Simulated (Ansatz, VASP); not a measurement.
BaTiO3: VASP beside Ansatz

```
Ti O Ba
1.0
     7.90702    0.00000    0.00000
     0.00000    3.95351    0.00000
     0.00000    0.00000    3.98669
Ti O Ba
2 6 2
Direct
  0.25000 0.50000 0.51000
  0.75000 0.50000 0.51000
  0.25000 0.00000 0.47900
  0.75000 0.00000 0.47900
  0.00000 0.50000 0.47900
  0.50000 0.50000 0.47900
  0.25000 0.50000 0.97800
  0.75000 0.50000 0.97800
  0.00000 0.00000 0.00000
  0.50000 0.00000 0.00000
```

Alike in both runs: task single point; functional r2SCAN; k mesh 4 × 7 × 7; no spin polarisation.

|  | VASP | Ansatz |
| --- | --- | --- |
| version | VASP 6.6.1 | Ansatz 0.2.0 |
| potentials or method | VASP PAW PBE potentials, release 64 (Ti_sv, O, Ba_sv), cutoff 520 eV | PAW plane waves |
| occupations | methfessel-paxton of order 1, width 0.1175 eV | cold, width 0.1175 eV |
| valence electrons in the cell | 80 | 80 |

```csv
,VASP,Ansatz,Ansatz less VASP
gap on the k mesh at the Fermi level (eV),2.31,2.33,+0.022
pressure (GPa),7.4,5.3,-2.17
"traceless stress, the component that is largest in VASP (GPa)",0.49,0.39,-0.096
rms of the force components (eV/Å),0.098,0.097,-0.0017
```

VASP's potentials were made for PBE, not for r2SCAN. Atom by atom the forces differ by 0.038 eV/Å (rms over components).

Spin-orbit coupling is off throughout.
